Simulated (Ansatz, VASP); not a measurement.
C in VASP and in Ansatz

```
C
1.0
     0.00000    2.12700    3.24756
     1.22800    0.00000    3.24756
     1.22800    2.12700    0.00000
C
2
Cartesian
  1.2280 0.7090 3.2476
  1.2280 3.5450 3.2476
```

Change from the starting cell: strain +0.000 along x and y, -0.030 along z, atoms carried along.

Alike in both runs: task single point; functional LDA; k mesh 14 × 14 × 14; occupations gaussian, width 0.05 eV; no spin polarisation.

```csv
,VASP,Ansatz
version,VASP 6.6.1,Ansatz 0.2.0
potentials or method,"VASP PAW LDA potentials, release 64 (C), cutoff 520 eV","scalar-relativistic, plane waves, PAW"
valence electrons in the cell,8,8
```

Ansatz gave:

| Quantity | Value |
| --- | --- |
| gap on the k mesh at the Fermi level (eV) | 0.17 |
| least direct gap on the mesh (eV) | 0.24 |
| pressure (GPa) | -3.6 |
| traceless stress, the component that is largest in VASP (GPa) | 5.06 |
| rms of the force components (eV/Å) | 0.025 |

Question: What did VASP give for the same quantities?

Answer: gap on the k mesh at the Fermi level (eV): 0.17; least direct gap on the mesh (eV): 0.24; pressure (GPa): -2.8; traceless stress, the component that is largest in VASP (GPa): 4.12; rms of the force components (eV/Å): 0.025.

LDA's correlation is that of Perdew and Zunger in VASP and of Perdew and Wang (1992) in Ansatz. Atom by atom the forces differ by 0.000 eV/Å (rms over components).
